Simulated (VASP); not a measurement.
# Li (P6_3/mmc) in VASP: a series of runs, part 2 of 2

VASP 6.6.1.

## 5. Single point, PBEsol

This run uses another cell than the first one: it holds 8 atoms, not 2.

INCAR reads:

```
SYSTEM = Li
ALGO     = Normal         ! electronic algorithm
EDIFF    = 1E-7           ! SCF threshold, eV
ENCUT    = 520            ! plane-wave cutoff, eV
GGA      = PS             ! functional
ISIF     = 2              ! what is computed and relaxed
ISMEAR   = 0              ! smearing method
LASPH    = .TRUE.         ! aspherical terms in the spheres
LCHARG   = .FALSE.        ! write CHGCAR
LREAL    = .FALSE.        ! projectors in reciprocal space
LWAVE    = .FALSE.        ! write WAVECAR
NBANDS   = 22             ! bands
NELM     = 100            ! most SCF steps
PREC     = Accurate       ! precision mode
SIGMA    = 0.1            ! smearing width, eV
```

KPOINTS reads:

```
k-points
0
G
  6 6 6
  0 0 0
```

POSCAR reads:

```
Li
1.0
    0.0000000000      0.0000000000      4.9831610774
    6.1147181946      0.0000000000      0.0000000000
   -3.0573590973      5.2955012935      0.0000000000
Li
8
Direct
    0.2500000000      0.1666666667      0.3333333333
    0.2500000000      0.1666666667      0.8333333333
    0.2500000000      0.6666666667      0.3333333333
    0.2500000000      0.6666666667      0.8333333333
    0.7500000000      0.3333333333      0.1666666667
    0.7500000000      0.3333333333      0.6666666667
    0.7500000000      0.8333333333      0.1666666667
    0.7500000000      0.8333333333      0.6666666667
```

Potentials or basis: VASP PAW PBE potentials, release 64 (Li_sv).

The run is started by

```sh
> cat potpaw_PBE.64/Li_sv/POTCAR > POTCAR
> mpirun -np 1 vasp_std > vasp.out
```

OUTCAR:

```text
SYSTEM = Li
   EDIFF = 1E-7
   ENCUT = 520
   GGA = PS
   ISIF = 2
   ISMEAR = 0
   LASPH = .TRUE.
   LREAL = .FALSE.
   NELM = 100
   PREC = Accurate

 ion  position               nearest neighbor table
   1  0.250  0.167  0.333-
   2  0.250  0.167  0.833-
   3  0.250  0.667  0.333-
   4  0.250  0.667  0.833-
   5  0.750  0.333  0.167-
   6  0.750  0.333  0.667-
   7  0.750  0.833  0.167-
   8  0.750  0.833  0.667-
[... 7 lines left out ...]
 A1 = (   6.1147181946,   0.0000000000,   0.0000000000)
 A2 = (  -3.0573590973,   5.2955012935,   0.0000000000)
 A3 = (   0.0000000000,   0.0000000000,   4.9831610774)

Analysis of symmetry for initial positions (statically):
=====================================================================
 Subroutine PRICEL returns following result:

  LATTYP: Found a hexagonal cell.
 ALAT       =     3.0573590973
 C/A-ratio  =     1.6298906732

  Lattice vectors:

 A1 = (   3.0573590973,   0.0000000000,   0.0000000000)
 A2 = (  -1.5286795486,   2.6477506468,   0.0000000000)
 A3 = (   0.0000000000,   0.0000000000,   4.9831610774)

   4 primitive cells build up your supercell.

 Routine SETGRP: Setting up the symmetry group for a
 hexagonal supercell.

 Subroutine GETGRP returns: Found 24 space group operations
 (whereof 12 operations were pure point group operations)
 out of a pool of 24 trial point group operations.

The static configuration has the point symmetry D_3d.
 The point group associated with its full space group is D_6h.

Analysis of symmetry for dynamics (positions and initial velocities):
=====================================================================
 Subroutine PRICEL returns following result:

  LATTYP: Found a hexagonal cell.
 ALAT       =     3.0573590973
 C/A-ratio  =     1.6298906732

[... 137 lines left out ...]
  volume/ion in A,a.u.               =      20.17       136.11
  Fermi-wavevector in a.u.,A,eV,Ry     =   0.867393  1.639135 10.236617  0.752370
  Thomas-Fermi vector in A             =   1.985920
   LORBIT       =      0    0 simple, 1 ext, 2 COOP (PROOUT), +10 PAW based schemes
   GGA     = PS    functional components
   LHFCALC =     F    Hartree Fock is set to
   AEXX    =    0.0000 exact exchange contribution
   IVDW    =     0    specifies the selected vdW correction
   LEPSILON=     F    determine dielectric tensor
   LRPA    =     F    only Hartree local field effects (RPA)
 non-spin polarized calculation
 Gauss-broadening in eV      SIGMA  =   0.10
  energy-cutoff  :      520.00
  volume of cell :      161.36
 maximum number of plane-waves:      4368
 NGX is ok and might be reduce to    40

 number of electron      23.9999999 magnetization

 Free energy of the ion-electron system (eV)
  ---------------------------------------------------
  ext. energy  EPLUGINS =         0.00000000
  ---------------------------------------------------
  free energy    TOTEN  =       -15.75006172 eV

  energy without entropy =      -15.72651344  energy(sigma->0) =      -15.73828758

 E-fermi :   0.5756     XC(G=0):  -7.0297

 val. band max:        0.5578878496   @ k =   0.3333   0.5000   0.0000
 cond. band min:       0.6260311967   @ k =   0.3333   0.3333   0.0000
 fundamental gap:      0.0681433470
 Fermi energy:         0.5755651726

 k-point     1 :       0.0000    0.0000    0.0000
  band No.  band energies     occupation
      1     -45.2625      2.00000
      2     -45.2431      2.00000
      3     -45.2431      2.00000
      4     -45.2431      2.00000
      5     -45.2429      2.00000
      6     -45.2366      2.00000
[... 589 lines left out ...]
     21       7.3044      0.00000
     22       7.3502      0.00000

 [... further k-points ...]

------------------------ aborting loop because EDIFF is reached ----------------------------------------

  FORCE on cell =-STRESS in cart. coord.  units (eV):
  Direction    XX          YY          ZZ          XY          YZ          ZX
  --------------------------------------------------------------------------------------
  -------------------------------------------------------------------------------------
  Total       -0.0833537     -0.0833537      0.0203010      0.0000000      0.0000000      0.0000000
  in kB       -0.8276506     -0.8276506      0.2015759      0.0000000      0.0000000      0.0000000
  external PRESSURE =      -0.4845751 kB  Pullay stress =       0.0000000 kB

 VOLUME and BASIS-vectors are now :
 -----------------------------------------------------------------------------
  energy-cutoff  :      520.00
  volume of cell :      161.36
      direct lattice vectors                 reciprocal lattice vectors
     0.000000000  0.000000000  4.983161077     0.000000000  0.000000000  0.200675833
     6.114718195  0.000000000  0.000000000     0.163539834  0.094419767  0.000000000
    -3.057359097  5.295501294  0.000000000     0.000000000  0.188839535  0.000000000

 POSITION                                       TOTAL-FORCE (eV/Angst)
 -----------------------------------------------------------------------------------
      0.00000      1.76517      1.24579         0.000000     -0.000000     -0.000000
     -1.52868      4.41292      1.24579        -0.000000      0.000000     -0.000000
      3.05736      1.76517      1.24579        -0.000000     -0.000000     -0.000000
      1.52868      4.41292      1.24579        -0.000000     -0.000000      0.000000
      1.52868      0.88258      3.73737         0.000000      0.000000      0.000000
     -0.00000      3.53033      3.73737        -0.000000      0.000000      0.000000
      4.58604      0.88258      3.73737         0.000000      0.000000      0.000000
      3.05736      3.53033      3.73737        -0.000000      0.000000     -0.000000
 -----------------------------------------------------------------------------------
    total drift:                                0.000000      0.000000      0.000000

  FREE ENERGIE OF THE ION-ELECTRON SYSTEM (eV)
  ---------------------------------------------------
  free  energy   TOTEN  =       -15.7500617154 eV

  energy  without entropy=      -15.7265134434  energy(sigma->0) =      -15.73828758
```

OSZICAR:

```text
N       E                     dE             d eps       ncg     rms          rms(c)
DAV:   1     0.124355651794E+03    0.12436E+03   -0.11081E+04  1240   0.109E+03
DAV:   2     0.163340346729E+02   -0.10802E+03   -0.10345E+03  1300   0.285E+02
DAV:   3    -0.124759245663E+02   -0.28810E+02   -0.28517E+02  2416   0.647E+01
DAV:   4    -0.153867900030E+02   -0.29109E+01   -0.29032E+01  1820   0.422E+01
DAV:   5    -0.157643947284E+02   -0.37760E+00   -0.37753E+00  2094   0.760E+00    0.998E-01
DAV:   6    -0.157546483142E+02    0.97464E-02   -0.52484E-02  1730   0.165E+00    0.576E-01
DAV:   7    -0.157499064117E+02    0.47419E-02   -0.30218E-02  2388   0.712E-01    0.152E-01
DAV:   8    -0.157502267950E+02   -0.32038E-03   -0.28546E-03  1864   0.295E-01    0.188E-01
DAV:   9    -0.157501292149E+02    0.97580E-04   -0.13491E-04  1904   0.650E-02    0.110E-01
DAV:  10    -0.157500673753E+02    0.61840E-04   -0.69188E-05  2364   0.426E-02    0.508E-02
DAV:  11    -0.157500670012E+02    0.37408E-06   -0.93105E-06  1746   0.219E-02    0.352E-02
DAV:  12    -0.157500632230E+02    0.37782E-05   -0.66412E-06  2336   0.141E-02    0.129E-02
DAV:  13    -0.157500626729E+02    0.55006E-06   -0.93678E-07  1802   0.693E-03    0.719E-03
DAV:  14    -0.157500617910E+02    0.88196E-06   -0.67201E-07  1410   0.502E-03    0.689E-04
DAV:  15    -0.157500617154E+02    0.75575E-07   -0.22274E-07  1308   0.329E-03
   1 F= -.15750062E+02 E0= -.15738288E+02  d E =-.235483E-01
```

stdout:

```text
POSCAR found type information on POSCAR Li
 POSCAR found :  1 types and       8 ions
 scaLAPACK will be used
 -----------------------------------------------------------------------------
|                                                                             |
|                                                                             |
|     You enforced a specific xc type in the INCAR file but a different       |
|     I HOPE YOU KNOW WHAT YOU ARE DOING!                                     |
|                                                                             |
 -----------------------------------------------------------------------------

 LDA part: xc-table for (Slater+PW92), standard interpolation
 POSCAR, INCAR and KPOINTS ok, starting setup
 FFT: planning ... GRIDC
 FFT: planning ... GRID_SOFT
 FFT: planning ... GRID
 WAVECAR not read
 entering main loop
```

It took 54 s on 1 thread of Intel Xeon 6975P-C (Granite Rapids), shared host; peak memory 0.3 GiB.

What came out:

| Item | Value |
| --- | --- |
| Free energy | -15.7501 eV |
| Band gap on the k mesh | zero (band 12 reaches 1.93 eV, above the bottom of band 13 at -0.46 eV) |

Caveat: the cutoff is under 1.25 times the usual one of these potentials, so pressure, stress and relaxed cells hold a basis-set (Pulay) error; the PAW data sets were made with another functional, which shifts forces and pressure a little.

## 6. Summary

```csv
task,cell,k mesh,cutoff (eV),gap on the mesh (eV)
single point,"a = 3.057, b = 3.057, c = 4.983 Å, angles 90.0, 90.0, 120.0°, 2 atoms",21 × 21 × 12,520,none
relaxation of cell and atoms,"relaxed from a = 3.111, b = 3.111, c = 5.093 Å, angles 90.0, 90.0, 120.0°, 2 atoms",21 × 21 × 12,600,none
single point,"a = 3.111, b = 3.111, c = 5.093 Å, angles 90.0, 90.0, 120.0°, 2 atoms",6 × 6 × 4,520,none
single point,"a = 4.983, b = 6.115, c = 6.115 Å, angles 120.0, 90.0, 90.0°, 8 atoms",6 × 6 × 6,520,none
```

Alike in all rows: level PBEsol; potentials or basis VASP PAW PBE potentials, release 64 (Li_sv); no spin polarisation; smearing gaussian 0.1 eV.

Caveats: some runs use coarse meshes; the cutoff is under 1.25 times the usual one of these potentials, so pressure, stress and relaxed cells hold a basis-set (Pulay) error; the PAW data sets were made with another functional, which shifts forces and pressure a little.

Total energies depend on the potentials used, so only differences within one code and one set of settings carry meaning.
